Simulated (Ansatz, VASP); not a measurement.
## One calculation of AlV2C, two programs

INCAR

```
PREC = Accurate
ENCUT = 520
EDIFF = 1E-6
ISMEAR = -1
SIGMA = 0.05
LREAL = F
LASPH = T
NELM = 150
ALGO = Normal
ISIF = 2
LWAVE = F
LCHARG = F
ISPIN = 2
MAGMOM = 2 2 2 2 0 0 0 0
LORBIT = 11
LMAXMIX = 4
GGA = CA
NBANDS = 47
```

KPOINTS

```
regular mesh
0
Gamma
  11 11 2
```

File POSCAR:

```
AlV2C
1.0
    2.8875990726      0.0000000000      0.0000000000
   -1.4437995363      2.5007341528      0.0000000000
    0.0000000000      0.0000000000     13.1048231100
V Al C
4 2 2
Direct
    0.3333333333      0.6666666667      0.9136157800
    0.6666666667      0.3333333333      0.0863842200
    0.6666666667      0.3333333333      0.4136157800
    0.3333333333      0.6666666667      0.5863842200
    0.6666666667      0.3333333333      0.7500000000
    0.3333333333      0.6666666667      0.2500000000
    0.0000000000      0.0000000000      0.5000000000
    0.0000000000      0.0000000000      0.0000000000
```

input.yaml

```yaml
crystal:
  lattice:
    - [2.8875990726, 0.0, 0.0]
    - [-1.4437995363, 2.5007341528, 0.0]
    - [0.0, 0.0, 13.10482311]
  atoms:
    - { symbol: V, position: [0.3333333333, 0.6666666667, 0.91361578], spin: 2.0 }
    - { symbol: V, position: [0.6666666667, 0.3333333333, 0.08638422], spin: 2.0 }
    - { symbol: V, position: [0.6666666667, 0.3333333333, 0.41361578], spin: 2.0 }
    - { symbol: V, position: [0.3333333333, 0.6666666667, 0.58638422], spin: 2.0 }
    - { symbol: Al, position: [0.6666666667, 0.3333333333, 0.75] }
    - { symbol: Al, position: [0.3333333333, 0.6666666667, 0.25] }
    - { symbol: C, position: [0.0, 0.0, 0.5] }
    - { symbol: C, position: [0.0, 0.0, 0.0] }
hamiltonian:
  xc: lda
  pseudopotentials: { kind: paw }
magnetization:
  spin_polarized: true
kpoints:
  mp_grid: { grid: [11, 11, 2] }
  band_path:
    path:
      - [[0.0, 0.0, 0.0], [0.5, 0.0, 0.0], [0.3333333333, 0.3333333333, 0.0], [0.0, 0.0, 0.0], [0.0, 0.0, 0.5], [0.5, 0.0, 0.5], [0.3333333333, 0.3333333333, 0.5], [0.0, 0.0, 0.5]]
      - [[0.5, 0.0, 0.5], [0.5, 0.0, 0.0]]
      - [[0.3333333333, 0.3333333333, 0.0], [0.3333333333, 0.3333333333, 0.5]]
    npoints: 10
scf:
  occupations: { method: fermi_dirac, width: 0.05 }
  n_extra_bands: 20
output:
  forces: true
  stress: true
  eigenvalues: true
  fatbands: true
```

Alike in both runs: functional LDA; k mesh 11 × 11 × 2; occupations fermi-dirac, width 0.05 eV; collinear spin.

|  | VASP | Ansatz |
| --- | --- | --- |
| version | VASP 6.6.1 | Ansatz 0.2.0 |
| potentials or method | VASP PAW LDA potentials, release 64 (V_sv, Al, C) | Ansatz PAW |
| plane-wave cutoff (eV) | 520 | 420 |
| valence electrons in the cell | 66 | 66 |
| task | single point | band structure |

```csv
,VASP,Ansatz,Ansatz less VASP
gap on the k mesh at the Fermi level (eV),none,none,-
pressure (GPa),-8.1,-8.8,-0.61
"traceless stress, the component that is largest in VASP (GPa)",-1.07,-1.07,+0.002
rms of the force components (eV/Å),0.244,0.268,+0.0235
net moment per atom (μB),0.00,0.00,0.000
```

LDA's correlation is that of Perdew and Zunger in VASP and of Perdew and Wang (1992) in Ansatz. Atom by atom the forces differ by 0.024 eV/Å (rms over components). A gap of «none» marks a metal or a gap that the smearing closes.
